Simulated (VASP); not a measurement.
The system is Nb.

```
Nb
1.0
    -1.66395    1.66395    1.66395
     1.66395   -1.66395    1.66395
     1.66395    1.66395   -1.66395
Nb
1
Direct
  0.00000 0.00000 0.00000
```

```yaml
Program: VASP 6.6.1
Task: relaxation of cell and atoms
Functional: PBE
Potentials_or_basis: VASP PAW PBE potentials, release 64 (Nb_sv)
Cutoff: 600 eV
k_mesh: 20 × 20 × 20
Occupations: fermi-dirac, width 0.1 eV
Spin: no spin polarisation
```

At the start: pressure -2.8 GPa; volume 18.43 Å³/atom.

Question: How do energy, volume and symmetry change on relaxing?

Answer: Over 3 steps the energy falls by 2.7 meV/atom and the volume is 18.12 Å³/atom (-1.7 %); space group Im-3m (No. 229, to 0.05 Å).

Step by step:
```csv
step,energy change (eV),largest force (eV/Å),pressure (GPa),volume (Å³)
1,0.0000,0.0000,-2.76,18.43
2,0.0057,0.0000,5.26,17.59
3,-0.0027,0.0000,-0.02,18.12
```

Final structure:
```
Nb
1.0
    -1.65470    1.65470    1.65470
     1.65470   -1.65470    1.65470
     1.65470    1.65470   -1.65470
Nb
1
Direct
  0.00000 0.00000 0.00000
```
